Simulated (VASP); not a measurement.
Here is a VASP 6.6.1 calculation.

Contents of INCAR:

```
PREC = Accurate
ENCUT = 520
EDIFF = 1E-8
ISMEAR = -1
SIGMA = 0.05
LREAL = F
LASPH = T
NELM = 100
ALGO = Normal
ISIF = 2
LWAVE = F
LCHARG = T
GGA = PS
IBRION = 8
NSW = 1
```

File KPOINTS:

```
Automatic mesh
0
Gamma
  10 10 10
```

POSCAR

```
YIn
1.0
    3.7302580569      0.0000000000      0.0000000000
    0.0000000000      3.7302580569      0.0000000000
    0.0000000000      0.0000000000      3.7302580569
Y In
1 1
Direct
    0.5000000000      0.5000000000      0.5000000000
    0.0000000000      0.0000000000      0.0000000000
```

Potentials or basis: VASP PAW PBE potentials, release 64 (Y_sv, In_d).

Launch:

```bash
$ cat potpaw_PBE.64/Y_sv/POTCAR potpaw_PBE.64/In_d/POTCAR > POTCAR
$ mpirun -np 1 vasp_std > vasp.out
```

(1) What does it give for the highest phonon frequency at Γ?

Answers

(1) 128 cm⁻¹.

Caveat: the cell stands under pressure or tension, which shifts response properties.
